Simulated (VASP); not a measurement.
# GaP (F-43m) in VASP: further runs

The runs below take GaP through single point, with r2SCAN+D4.

Program: VASP 6.6.1. These are calculated values, not measurements. Logs are shortened: lines on timing, memory, paths and dates and some standing lists are left out, and cuts for length are marked.

**Experimental background.**

“Stacking defects in GaP nanowires: Electronic structure and optical properties”, 2018, arxiv:1810.01194 quotes, for a bulk crystal of GaP at 10 K: band gap 2.34 eV (indirect).

How close the calculation comes is told below.

### 1 The cell of the first run

The structure is cubic, space group F-43m (No. 216). Conventional cell: a = 5.377 Å, b = 5.377 Å, c = 5.377 Å, α = 90.00°, β = 90.00°, γ = 90.00°. Ga (site symmetry -43m) has 4 P at 2.33 Å within 3.1 Å. P (site symmetry -43m) has 4 Ga at 2.33 Å within 3.1 Å.

### 2 Single point, r2SCAN+D4

The input, POSCAR:

```
GaP
1.0
    0.0000000000      2.6884177822      2.6884177822
    2.6884177822      0.0000000000      2.6884177822
    2.6884177822      2.6884177822      0.0000000000
Ga P
1 1
Direct
    0.0000000000      0.0000000000      0.0000000000
    0.7500000000      0.7500000000      0.7500000000
```

The input, INCAR.step1:

```
PREC = Accurate
ENCUT = 520
ISMEAR = -1
SIGMA = 0.05
LREAL = F
LASPH = T
NELM = 60
NBANDS = 16
GGA = PE
ALGO = Normal
EDIFF = 1E-4
LWAVE = T
LCHARG = F
```

The input, INCAR.step2:

```
PREC = Accurate
ENCUT = 520
EDIFF = 1E-6
ISMEAR = -1
SIGMA = 0.05
LREAL = F
LASPH = T
NELM = 60
ALGO = Normal
ISIF = 2
LWAVE = F
LCHARG = F
METAGGA = R2SCAN
LMIXTAU = T
IVDW = 13
VDW_S6 = 1.0
VDW_S8 = 0.6018749
VDW_A1 = 0.51559235
VDW_A2 = 5.77342911
NBANDS = 16
ISTART = 1
```

The input, KPOINTS:

```
regular mesh
0
Gamma
  8 8 8
```

Potentials or basis: VASP PAW PBE potentials, release 64 (Ga_d, P).

Command:

```
> cat potpaw_PBE.64/Ga_d/POTCAR potpaw_PBE.64/P/POTCAR > POTCAR
> cp INCAR.step1 INCAR
> mpirun -np 1 vasp_std > vasp.out
> cp INCAR.step2 INCAR
> mpirun -np 1 vasp_std > vasp.out
```

OUTCAR:

```text
PREC = Accurate
   ENCUT = 520
   EDIFF = 1E-6
   ISMEAR = -1
   LREAL = F
   LASPH = T
   NELM = 60
   ISIF = 2
   METAGGA = R2SCAN
   IVDW = 13
   ISTART = 1

 ion  position               nearest neighbor table
   1  0.000  0.000  0.000-   2 2.33   2 2.33   2 2.33   2 2.33
   2  0.750  0.750  0.750-   1 2.33   1 2.33   1 2.33   1 2.33

  LATTYP: Found a face centered cubic cell.
 ALAT       =     5.3768355644

  Lattice vectors:

 A1 = (   0.0000000000,   2.6884177822,   2.6884177822)
 A2 = (   2.6884177822,   0.0000000000,   2.6884177822)
 A3 = (   2.6884177822,   2.6884177822,   0.0000000000)

Analysis of symmetry for initial positions (statically):
=====================================================================
 Subroutine PRICEL returns:
 Original cell was already a primitive cell.

 Routine SETGRP: Setting up the symmetry group for a
 face centered cubic supercell.

 Subroutine GETGRP returns: Found 24 space group operations
 (whereof 24 operations were pure point group operations)
 out of a pool of 48 trial point group operations.

The static configuration has the point symmetry T_d .

Analysis of symmetry for dynamics (positions and initial velocities):
=====================================================================
 Subroutine PRICEL returns:
 Original cell was already a primitive cell.

 Routine SETGRP: Setting up the symmetry group for a
 face centered cubic supercell.

 Subroutine GETGRP returns: Found 24 space group operations
 (whereof 24 operations were pure point group operations)
 out of a pool of 48 trial point group operations.

The dynamic configuration has the point symmetry T_d .

 Subroutine INISYM returns: Found 24 space group operations
 (whereof 24 operations are pure point group operations),
 and found     1 'primitive' translations

----------------------------------------------------------------------------------------

                                     Primitive cell

  volume of cell :      38.8616

  direct lattice vectors                    reciprocal lattice vectors
     0.000000000  2.688417782  2.688417782    -0.185982998  0.185982998  0.185982998
     2.688417782  0.000000000  2.688417782     0.185982998 -0.185982998  0.185982998
     2.688417782  2.688417782  0.000000000     0.185982998  0.185982998 -0.185982998

  length of vectors
     3.801996889  3.801996889  3.801996889     0.322132003  0.322132003  0.322132003

[... 79 lines left out ...]
   NELM   =     60;   NELMIN=  2; NELMDL=  0     # of ELM steps
   EDIFF  = 0.1E-05   stopping-criterion for ELM
   LREAL  =      F    real-space projection
   EDIFFG = 0.1E-04   stopping-criterion for IOM
   NSW    =      0    number of steps for IOM
   IBRION =     -1    ionic relax: 0-MD 1-quasi-New 2-CG
   NFREE  =      0    steps in history (QN), initial steepest desc. (CG)
   ISIF   =      2    stress and relaxation
   ISYM   =      2    0-nonsym 1-usesym 2-fastsym
   POTIM  = 0.5000    time-step for ionic-motion
   TEBEG  =    0.0;   TEEND  =   0.0 temperature during run
   PSTRESS=    0.0 pullay stress
   NELECT =      18.0000    total number of electrons
   NUPDOWN=      -1.0000    fix difference up-down
   EMIN   =  10.00;   EMAX   =-10.00  energy-range for DOS
   EFERMI =   0.00;   METHOD = LEGACY
   ISMEAR =    -1;   SIGMA  =   0.05  broadening in eV -4-tet -1-fermi 0-gaus
   EFERMI_NEDOS =   21; number of points for ismear=-14 and -15
   IALGO  =     38    algorithm
   IMIX   =      4    mixing-type and parameters
     AMIX     =   0.40;   BMIX     =  1.00
     AMIX_MAG =   1.60;   BMIX_MAG =  1.00
  volume/ion in A,a.u.               =      19.43       131.13
  Fermi-wavevector in a.u.,A,eV,Ry     =   1.266657  2.393634 21.829447  1.604419
  Thomas-Fermi vector in A             =   2.399846
   LORBIT       =      0    0 simple, 1 ext, 2 COOP (PROOUT), +10 PAW based schemes
   METAGGA = R2SCAN    functional components
   LHFCALC =     F    Hartree Fock is set to
   AEXX    =    0.0000 exact exchange contribution
   IVDW    =    13    specifies the selected vdW correction
   LEPSILON=     F    determine dielectric tensor
   LRPA    =     F    only Hartree local field effects (RPA)
 non-spin polarized calculation
  energy-cutoff  :      520.00
  volume of cell :       38.86
 maximum number of plane-waves:      1058
   NGX = 15   NGY = 15   NGZ = 15

 number of electron      17.9999992 magnetization

 Free energy of the ion-electron system (eV)
  ---------------------------------------------------
  ext. energy  EPLUGINS =         0.00000000
  ---------------------------------------------------
  free energy    TOTEN  =       -21.44376899 eV

  energy without entropy =      -21.44376899  energy(sigma->0) =      -21.44376899

 E-fermi :   5.7824     XC(G=0): -10.7500

 val. band max:        4.8918824512   @ k =   0.0000   0.0000   0.0000
 cond. band min:       6.7176977643   @ k =   0.5000   0.5000   0.0000
 fundamental gap:      1.8258153131
 Fermi energy:         5.7824154467

 k-point     1 :       0.0000    0.0000    0.0000
  band No.  band energies     occupation
      1     -10.1724      2.00000
      2     -10.1724      2.00000
      3     -10.1723      2.00000
      4     -10.0443      2.00000
      5     -10.0443      2.00000
      6      -8.4555      2.00000
[... 433 lines left out ...]
      3     -10.1193      2.00000
      4     -10.0509      2.00000
      5     -10.0355      2.00000
      6      -5.7029      2.00000
[... 8 lines left out ...]
     15      17.7111      0.00000
     16      18.4000      0.00000

 [... further k-points ...]

------------------------ aborting loop because EDIFF is reached ----------------------------------------

  DFT-D4 for vdW energy calculation

  Edisp (eV):   -0.30206

  FORCE on cell =-STRESS in cart. coord.  units (eV):
  Direction    XX          YY          ZZ          XY          YZ          ZX
  --------------------------------------------------------------------------------------
  -------------------------------------------------------------------------------------
  Total       0.68443     0.68443     0.68443     0.00000     0.00000    -0.00000
  in kB      28.21769    28.21769    28.21769     0.00000     0.00000    -0.00000
  external pressure =       28.22 kB  Pullay stress =        0.00 kB

 VOLUME and BASIS-vectors are now :
 -----------------------------------------------------------------------------
  energy-cutoff  :      520.00
  volume of cell :       38.86
      direct lattice vectors                 reciprocal lattice vectors
     0.000000000  2.688417782  2.688417782    -0.185982998  0.185982998  0.185982998
     2.688417782  0.000000000  2.688417782     0.185982998 -0.185982998  0.185982998
     2.688417782  2.688417782  0.000000000     0.185982998  0.185982998 -0.185982998

 POSITION                                       TOTAL-FORCE (eV/Angst)
 -----------------------------------------------------------------------------------
      0.00000      0.00000      0.00000        -0.000000     -0.000000     -0.000000
      4.03263      4.03263      4.03263         0.000000      0.000000      0.000000
 -----------------------------------------------------------------------------------
    total drift:                               -0.000004     -0.000004     -0.000004

  FREE ENERGIE OF THE ION-ELECTRON SYSTEM (eV)
  ---------------------------------------------------
  free  energy   TOTEN  =       -21.7458278223 eV

  energy  without entropy=      -21.7458278219  energy(sigma->0) =      -21.74582782
```

It took 2.2 min on 1 thread of Intel Xeon 8259CL, shared host; peak memory 0.17 GiB.

Results:

```
Free energy                : -21.7458 eV
Pressure                   : 2.8 GPa
Band gap on the k mesh     : 1.83 eV (least direct gap 2.71 eV)
Dispersion energy per atom : -0.151 eV
```

Caveat: the PAW data sets were made with another functional, which shifts forces and pressure a little. r2SCAN opens gaps a little over a GGA but as a rule still falls short of measured ones.

### 3 Single point, r2SCAN+D4

This run uses another cell than the first one, of 19.84 Å³/atom.

The input, POSCAR:

```
GaP
1.0
    0.0000000000      2.7069591804      2.7069591804
    2.7069591804      0.0000000000      2.7069591804
    2.7069591804      2.7069591804      0.0000000000
Ga P
1 1
Direct
    0.0000000000      0.0000000000      0.0000000000
    0.7500000000      0.7500000000      0.7500000000
```

The input, INCAR.step1:

```
PREC = Accurate
ENCUT = 520
ISMEAR = -1
SIGMA = 0.05
LREAL = False
LASPH = True
NELM = 60
NBANDS = 16
GGA = PE
ALGO = Normal
EDIFF = 1E-4
LWAVE = True
LCHARG = False
```

The input, INCAR.step2:

```
PREC = Accurate
ENCUT = 520
EDIFF = 1E-6
ISMEAR = -1
SIGMA = 0.05
LREAL = False
LASPH = True
NELM = 60
ALGO = Normal
ISIF = 2
LWAVE = False
LCHARG = True
METAGGA = R2SCAN
LMIXTAU = True
IVDW = 13
VDW_S6 = 1.0
VDW_S8 = 0.6018749
VDW_A1 = 0.51559235
VDW_A2 = 5.77342911
LELF = True
LVHAR = True
NBANDS = 16
ISTART = 1
```

KPOINTS is that of step 2.

Potentials or basis: VASP PAW PBE potentials, release 64 (Ga_d, P).

Command:

```
> cat potpaw_PBE.64/Ga_d/POTCAR potpaw_PBE.64/P/POTCAR > POTCAR
> cp INCAR.step1 INCAR
> mpirun -np 1 vasp_std > vasp.out
> cp INCAR.step2 INCAR
> mpirun -np 1 vasp_std > vasp.out
```

It took 2 min on 1 thread of Intel Xeon 8259CL, shared host; peak memory 0.17 GiB.

It converged, with:

```yaml
Free_energy: -21.7548 eV
Pressure: 0.8 GPa
Band_gap_on_the_k_mesh: 1.87 eV (least direct gap 2.52 eV)
Dispersion_energy_per_atom: -0.148 eV
```

Levels at points of the mesh, in eV from the valence-band top:
| k point | band 7 | band 8 | band 9 | band 10 | band 11 | band 12 |
| --- | --- | --- | --- | --- | --- | --- |
| (0.00, 0.00, 0.00) | 0.00 | 0.00 | 0.00 | 2.52 | 4.18 | 4.18 |
| (0.50, 0.00, 0.00) | -6.97 | -1.20 | -1.20 | 2.11 | 5.05 | 5.05 |
| (0.50, 0.50, 0.00) | -7.06 | -2.87 | -2.87 | 1.87 | 2.08 | 11.51 |

Caveat: the PAW data sets were made with another functional, which shifts forces and pressure a little.

### 4 Single point, r2SCAN+D4

This run uses another cell than the first one, of 20.24 Å³/atom.

The input, POSCAR:

```
GaP
1.0
    0.0000000000      2.7252500000      2.7252500000
    2.7252500000      0.0000000000      2.7252500000
    2.7252500000      2.7252500000      0.0000000000
Ga P
1 1
Direct
    0.0000000000      0.0000000000      0.0000000000
    0.7500000000      0.7500000000      0.7500000000
```

The input, INCAR.step1:

```
SYSTEM = GaP
  PREC = Accurate
  ENCUT = 520
  ISMEAR = -1
  SIGMA = 0.05
  LREAL = .FALSE.
  LASPH = .TRUE.
  NELM = 80
  NBANDS = 16
  GGA = PE
  ALGO = Normal
  EDIFF = 1E-4
  LWAVE = .TRUE.
  LCHARG = .FALSE.
```

The input, INCAR.step2:

```
SYSTEM = GaP
  PREC = Accurate
  ENCUT = 520
  EDIFF = 1E-6
  ISMEAR = -1
  SIGMA = 0.05
  LREAL = .FALSE.
  LASPH = .TRUE.
  NELM = 80
  ALGO = Normal
  ISIF = 2
  LWAVE = .FALSE.
  LCHARG = .FALSE.
  METAGGA = R2SCAN
  LMIXTAU = .TRUE.
  IVDW = 13
  VDW_S6 = 1.0
  VDW_S8 = 0.6018749
  VDW_A1 = 0.51559235
  VDW_A2 = 5.77342911
  NBANDS = 16
  ISTART = 1
```

The input, KPOINTS:

```
regular mesh
0
G
  8 8 8
  0 0 0
```

Command:

```
> cat potpaw_PBE.64/Ga_d/POTCAR potpaw_PBE.64/P/POTCAR > POTCAR
> cp INCAR.step1 INCAR
> mpirun -np 1 vasp_std > vasp.out
> cp INCAR.step2 INCAR
> mpirun -np 1 vasp_std > vasp.out
```

Wall time 2.6 min (1 thread of Intel Xeon 8259CL, shared host); peak memory 0.18 GiB.

The run converged. Its results:

```
Free energy                : -21.7543 eV
Pressure                   : -1.0 GPa
Band gap on the k mesh     : 1.90 eV (least direct gap 2.34 eV)
Dispersion energy per atom : -0.146 eV
```

Levels at points of the mesh, in eV from the valence-band top:
```csv
k point,band 5,band 6,band 7,band 8,band 9,band 10,band 11,band 12,band 13,band 14
"(0.00, 0.00, 0.00)",-14.88,-13.02,0.00,0.00,0.00,2.34,4.19,4.19,4.19,9.46
"(0.50, 0.00, 0.00)",-14.87,-10.86,-6.84,-1.17,-1.17,2.04,5.06,5.06,8.83,11.64
"(0.50, 0.50, 0.00)",-14.85,-9.93,-6.96,-2.80,-2.80,1.91,2.10,11.35,11.35,12.01
```

Caveat: the PAW data sets were made with another functional, which shifts forces and pressure a little. r2SCAN opens gaps a little over a GGA but as a rule still falls short of measured ones.

### 5 Overview

| cell | gap on the mesh (eV) | pressure (GPa) |
| --- | --- | --- |
| a = 3.802 Å, angles 60.0°, 2 atoms | 1.83 | 2.8 |
| a = 3.828 Å, angles 60.0°, 2 atoms | 1.87 | 0.8 |
| a = 3.854 Å, angles 60.0°, 2 atoms | 1.90 | -1.0 |

Alike in all rows: task single point; level r2SCAN+D4; potentials or basis VASP PAW PBE potentials, release 64 (Ga_d, P); no spin polarisation; k mesh 8 × 8 × 8; cutoff (eV) 520; smearing fermi-dirac 0.05 eV.

Caveats: the PAW data sets were made with another functional, which shifts forces and pressure a little.

Absolute energies hang on the potentials; compare differences alone.

### 6 Comparison with measurements

Step 3. A measured gap of GaP is 2.34 eV (indirect; 10 K; quoted in “Stacking defects in GaP nanowires: Electronic structure and optical properties”, 2018, arxiv:1810.01194); the calculated 1.87 eV misses it by -0.47 eV. Spin-orbit coupling on Ga is left out. The value is that of r2SCAN+D4 on a finite k mesh, which can miss the band edges, without temperature or zero-point motion.
